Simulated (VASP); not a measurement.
# TiAl3 (Pmm2) in VASP: further runs, part 2 of 2

VASP 6.6.1.

## Step 4: Single point, PBEsol

INCAR reads:

```
  ALGO = Fast
  EDIFF = 1E-6
  ENCUT = 520
  GGA = PS
  ISIF = 2
  ISMEAR = 0
  LASPH = True
  LCHARG = True
  LELF = True
  LREAL = False
  LVHAR = True
  LWAVE = False
  NBANDS = 18
  NELM = 60
  PREC = Accurate
  SIGMA = 0.1
```

KPOINTS reads:

```
k-points
0
Gamma
  8 6 6
```

POSCAR reads:

```
TiAl3
1.0
    2.8396770000      0.0000000000      0.0000000000
    0.0000000000      4.6812640000      0.0000000000
    0.0000000000      0.0000000000      4.9007420000
Ti Al
1 3
Direct
    0.0000000000      0.5000000000      0.1659160000
    0.5000000000      0.5000000000      0.6672710000
    0.5000000000      0.0000000000      0.3309120000
    0.0000000000      0.0000000000      0.8359000000
```

Potentials or basis: VASP PAW PBE potentials, release 64 (Ti_sv, Al).

Run with:

```sh
$ cat potpaw_PBE.64/Ti_sv/POTCAR potpaw_PBE.64/Al/POTCAR > POTCAR
$ mpirun -np 1 vasp_std > vasp.out
```

OUTCAR:

```text
EDIFF = 1E-6
   ENCUT = 520
   GGA = PS
   ISIF = 2
   ISMEAR = 0
   LASPH = True
   LREAL = False
   NELM = 60
   PREC = Accurate

 ion  position               nearest neighbor table
   1  0.000  0.500  0.166-   2 2.83   2 2.83   2 2.84   2 2.84   4 2.85   4 2.85   3 2.85   3 2.85
                             3 2.85   3 2.85
   2  0.500  0.500  0.667-   1 2.83   1 2.83   1 2.84   1 2.84   4 2.86   4 2.86   4 2.86   4 2.86
                             3 2.86   3 2.86
[... 713 lines left out ...]
  --------------------------------------------------------------------------------------
  -------------------------------------------------------------------------------------
  Total       -1.1718023     -0.7869868     -0.8458813      0.0000000      0.0000000      0.0000000
  in kB      -28.8184753    -19.3545970    -20.8030055      0.0000000      0.0000000      0.0000000
  external PRESSURE =     -22.9920259 kB  Pullay stress =       0.0000000 kB

 VOLUME and BASIS-vectors are now :
 -----------------------------------------------------------------------------
  energy-cutoff  :      520.00
  volume of cell :       65.15
      direct lattice vectors                 reciprocal lattice vectors
     2.839677000  0.000000000  0.000000000     0.352152727  0.000000000  0.000000000
     0.000000000  4.681264000  0.000000000     0.000000000  0.213617519  0.000000000
     0.000000000  0.000000000  4.900742000     0.000000000  0.000000000  0.204050734

 POSITION                                       TOTAL-FORCE (eV/Angst)
 -----------------------------------------------------------------------------------
      0.00000      2.34063      0.81311         0.000000      0.000000     -0.031593
      1.41984      2.34063      3.27012         0.000000      0.000000     -0.012589
      1.41984      0.00000      1.62171         0.000000      0.000000      0.017400
      0.00000      0.00000      4.09653         0.000000      0.000000      0.026781
 -----------------------------------------------------------------------------------
    total drift:                                0.000000      0.000000      0.000309

  FREE ENERGIE OF THE ION-ELECTRON SYSTEM (eV)
  ---------------------------------------------------
  free  energy   TOTEN  =       -21.5587250557 eV

  energy  without entropy=      -21.5413193916  energy(sigma->0) =      -21.55002222
```

stdout:

```text
POSCAR found type information on POSCAR TiAl
 POSCAR found :  2 types and       4 ions
 scaLAPACK will be used
 -----------------------------------------------------------------------------
|                                                                             |
|                                                                             |
|     You enforced a specific xc type in the INCAR file but a different       |
|     I HOPE YOU KNOW WHAT YOU ARE DOING!                                     |
|                                                                             |
 -----------------------------------------------------------------------------

 LDA part: xc-table for (Slater+PW92), standard interpolation
 POSCAR, INCAR and KPOINTS ok, starting setup
 FFT: planning ... GRIDC
 FFT: planning ... GRID_SOFT
 FFT: planning ... GRID
 WAVECAR not read
 entering main loop
WARNING in EDDRMM: call to ZHEGV failed, returncode =   6  3     13
```

Wall time 4 min (1 thread of AMD EPYC 7R13, shared host); peak memory 0.24 GiB.

Results:

| Quantity | Value |
| --- | --- |
| Free energy | -21.5587 eV |
| Pressure | -2.3 GPa |
| Largest force | 0.032 eV/Å |
| Band gap on the k mesh | zero (an odd number of electrons rules out a gap without spin polarisation) |

Forces in eV/Å, atoms in the order of the input:
```
Ti   0.000  0.000 -0.032
Al   0.000  0.000 -0.013
Al   0.000  0.000  0.017
Al   0.000  0.000  0.027
```

Stress tensor (GPa, compression positive):
```
-2.88  0.00  0.00
 0.00 -1.94  0.00
 0.00  0.00 -2.08
```

Caveat: the PAW data sets were made with another functional, which shifts forces and pressure a little.

## Step 5: Single point, PBEsol

INCAR reads:

```
ALGO     = Fast           # electronic algorithm
EDIFF    = 1E-7           # SCF threshold, eV
ENCUT    = 520            # plane-wave cutoff, eV
GGA      = PS             # functional
ISIF     = 2              # what is computed and relaxed
ISMEAR   = 0              # smearing method
LASPH    = T              # aspherical terms in the spheres
LCHARG   = F              # write CHGCAR
LREAL    = F              # projectors in reciprocal space
LWAVE    = F              # write WAVECAR
NBANDS   = 18             # bands
NELM     = 80             # most SCF steps
PREC     = Accurate       # precision mode
SIGMA    = 0.1            # smearing width, eV
```

KPOINTS reads:

```
k-points
0
Gamma
  12 8 8
```

POSCAR is that of step 4.

Run with:

```sh
$ cat potpaw_PBE.64/Ti_sv/POTCAR potpaw_PBE.64/Al/POTCAR > POTCAR
$ mpirun -np 1 vasp_std > vasp.out
```

Run time: 19 min. Hardware: 1 thread of AMD EPYC 7R13, shared host; peak memory 0.33 GiB.

The run converged. Its results:

```yaml
Free_energy: -21.5681 eV
Pressure: -2.4 GPa
Largest_force: 0.061 eV/Å
Band_gap_on_the_k_mesh: zero (an odd number of electrons rules out a gap without spin polarisation)
```

Forces in eV/Å, atoms in the order of the input:
```
Ti   0.000  0.000 -0.053
Al   0.000  0.000  0.012
Al   0.000  0.000 -0.021
Al   0.000  0.000  0.061
```

Stress tensor (GPa, compression positive):
```
-3.30  0.00  0.00
 0.00 -1.79  0.00
 0.00  0.00 -1.98
```

Levels at points of the mesh, in eV from the Fermi level:
| k point | band 8 | band 9 | band 10 | band 11 | band 12 | band 13 | band 14 | band 15 |
| --- | --- | --- | --- | --- | --- | --- | --- | --- |
| (0.00, 0.00, 0.00) | -3.48 | -2.64 | -0.78 | -0.37 | 2.34 | 2.40 | 2.71 | 2.79 |
| (0.50, 0.00, 0.00) | -1.95 | -1.73 | 0.37 | 0.59 | 0.74 | 1.37 | 1.53 | 2.23 |
| (0.00, 0.50, 0.00) | -3.11 | -2.00 | -1.48 | -0.14 | 2.24 | 2.35 | 2.66 | 3.09 |
| (0.50, 0.50, 0.00) | -3.32 | -1.66 | -0.48 | -0.32 | 0.78 | 1.14 | 1.32 | 3.39 |
| (0.00, 0.00, 0.50) | -2.23 | -2.10 | -1.05 | -0.28 | 2.23 | 2.26 | 2.41 | 3.23 |
| (0.50, 0.00, 0.50) | -3.45 | -1.31 | -0.19 | -0.12 | 0.57 | 1.20 | 1.94 | 3.26 |
| (0.00, 0.50, 0.50) | -4.79 | -0.15 | -0.03 | 0.75 | 2.26 | 2.27 | 3.71 | 4.98 |
| (0.50, 0.50, 0.50) | -3.26 | -2.77 | -2.75 | -0.78 | -0.21 | 1.03 | 2.06 | 2.34 |

Caveat: the PAW data sets were made with another functional, which shifts forces and pressure a little.

## Step 6: Overview

| k mesh | gap on the mesh (eV) | pressure (GPa) | largest force (eV/Å) |
| --- | --- | --- | --- |
| 4 × 2 × 2 | none | -2.2 | 0.18 |
| 6 × 4 × 4 | none | -2.4 | 0.11 |
| 8 × 6 × 6 | none | -2.3 | 0.03 |
| 12 × 8 × 8 | none | -2.4 | 0.06 |

Alike in all rows: task single point; level PBEsol; potentials or basis VASP PAW PBE potentials, release 64 (Ti_sv, Al); no spin polarisation; cell as given; cutoff (eV) 520; smearing gaussian 0.1 eV.

Caveats: some runs use coarse meshes; the PAW data sets were made with another functional, which shifts forces and pressure a little.

Total energies depend on the potentials used, so only differences within one code and one set of settings carry meaning.
